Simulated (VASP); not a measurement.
Crystal: Tl.

```
Tl
1.0
     3.59028    0.00000    0.00000
    -1.79514    3.10928    0.00000
     0.00000    0.00000    5.64194
Tl
2
Cartesian
  0.0000 2.0729 1.4105
  1.7951 1.0364 4.2315
```

Base run:

| Quantity | Value |
| --- | --- |
| Program | VASP 6.6.1 |
| Functional | PBE |
| Potentials or basis | VASP PAW PBE potentials, release 64 (Tl_d) |
| Cutoff | 520 eV |
| k mesh | 10 × 10 × 6 |
| Occupations | gaussian, width 1 eV |
| Spin | no spin polarisation |

Its results: band gap on the k mesh zero (bands 13 and 14 overlap by 5.27 eV); pressure 0.6 GPa.

Q: The run is repeated on the same cell with these changes: occupations from gaussian, width 1 eV to methfessel-paxton, width 0.01 eV. What comes out?

A: Band gap on the k mesh zero (bands 13 and 14 overlap by 5.28 eV); pressure -0.1 GPa.

Caveats: spin-orbit coupling is left out, which moves the levels of the heavy elements; so wide a smearing shifts energies and pressures (at least some runs).
